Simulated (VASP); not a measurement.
A run of VASP 6.6.1 is set up as follows.

Contents of INCAR:

```
SYSTEM = Re
ALGO     = Normal         ! electronic algorithm
EDIFF    = 1E-6           ! SCF threshold, eV
ENCUT    = 520            ! plane-wave cutoff, eV
GGA      = RE             ! functional
ISIF     = 2              ! what is computed and relaxed
ISMEAR   = -1             ! smearing method
LASPH    = .TRUE.         ! aspherical terms in the spheres
LCHARG   = .FALSE.        ! write CHGCAR
LREAL    = .FALSE.        ! projectors in reciprocal space
LWAVE    = .FALSE.        ! write WAVECAR
NBANDS   = 10             ! bands
NELM     = 60             ! most SCF steps
PREC     = Accurate       ! precision mode
SIGMA    = 0.1            ! smearing width, eV
```

Contents of KPOINTS:

```
k-points
0
G
  12 12 12
  0 0 0
```

The input POSCAR:

```
Re
1.0
    2.5881583674      0.0000000000      0.0000000000
    0.0000000000      2.5881583674      0.0000000000
    0.0000000000      0.0000000000      2.5881583674
Re
1
Direct
    0.0000000000      0.0000000000      0.0000000000
```

Potentials or basis: VASP PAW PBE potentials, release 64 (Re).

Run with:

```console
$ cat potpaw_PBE.64/Re/POTCAR > POTCAR
$ mpirun -np 1 vasp_std > vasp.out
```

**Question.** Predict the pressure.

**Answer.** -1.1 GPa.

Caveat: the PAW data sets were made with another functional, which shifts forces and pressure a little.
